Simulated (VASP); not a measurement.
# W: single point with LDA

The system is W.

```xyz
1
Lattice="0.0000 2.0300 2.0300 2.0300 0.0000 2.0300 2.0300 2.0300 0.0000" Properties=species:S:1:pos:R:3 pbc="T T T"
W     0.0000    0.0000    0.0000
```

- Program: VASP 6.6.1
- Task: single point
- Functional: LDA
- Potentials or basis: VASP PAW LDA potentials, release 64 (W_sv)
- Cutoff: 520 eV
- k mesh: 12 × 12 × 12
- Occupations: fermi-dirac, width 0.08 eV
- Spin: collinear spin, ferromagnetic start
- Starting moments: [0.8] μB
- Fixed moment: 0.8 μB

```json
{
 "Pressure": "-13.6 GPa",
 "Net moment": "0.80 μB per cell",
 "Site moments": "W +0.63 μB",
 "Valence electrons inside the program's atomic spheres": "W 12.02"
}
```

Wall time 22 s on 1 thread of Intel(R) Xeon(R) Platinum 8488C (Sapphire Rapids), with other jobs on the host, peak memory 0.15 GiB.

Caveat: the total moment is fixed, so each spin has its own Fermi level.
